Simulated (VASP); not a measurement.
A run of VASP 6.6.1 is set up as follows.

The input INCAR:

```
SYSTEM = P
PREC = Accurate ; ENCUT = 520
EDIFF = 1E-7 ; ISMEAR = 0
SIGMA = 0.02 ; LREAL = .False.
LASPH = .True. ; NELM = 60
ALGO = Normal ; ISIF = 2
LWAVE = .False. ; LCHARG = .False.
GGA = PS ; NBANDS = 18
```

The input KPOINTS:

```
Automatic mesh
0
Gamma
  8 1 6
  0 0 0
```

POSCAR

```
P
1.0
    3.1365705754      0.0000000000      0.0000000000
    0.0000000000     33.3053841575      0.0000000000
    0.0000000000      0.0000000000      4.2372491491
P
4
Direct
    0.0000000000      0.9677808589      0.5724238033
    0.0000000000      0.0322191411      0.4275761967
    0.5000000000      0.0322191411      0.0724238033
    0.5000000000      0.9677808589      0.9275761967
```

Potentials or basis: VASP PAW PBE potentials, release 64 (P).

Command:

```sh
$ cat potpaw_PBE.64/P/POTCAR > POTCAR
$ mpirun -np 1 vasp_std > vasp.out
```

**Question.** Predict the largest force.

**Answer.** 0.028 eV/Å.

**Question.** What does it give for the band gap on the k mesh?

**Answer.** 0.14 eV (least direct gap 0.17 eV).

Forces on the atoms (eV/Å):
```
P    0.000  0.015  0.023
P    0.000 -0.015 -0.023
P    0.000 -0.015  0.023
P    0.000  0.015 -0.023
```

Caveat: the cell differs from its parent crystal (equal strain along all axes, cell held: -4.5 %, then relaxed in part); there is no dipole correction, which matters where the two faces differ; the PAW data sets were made with another functional, which shifts forces and pressure a little.
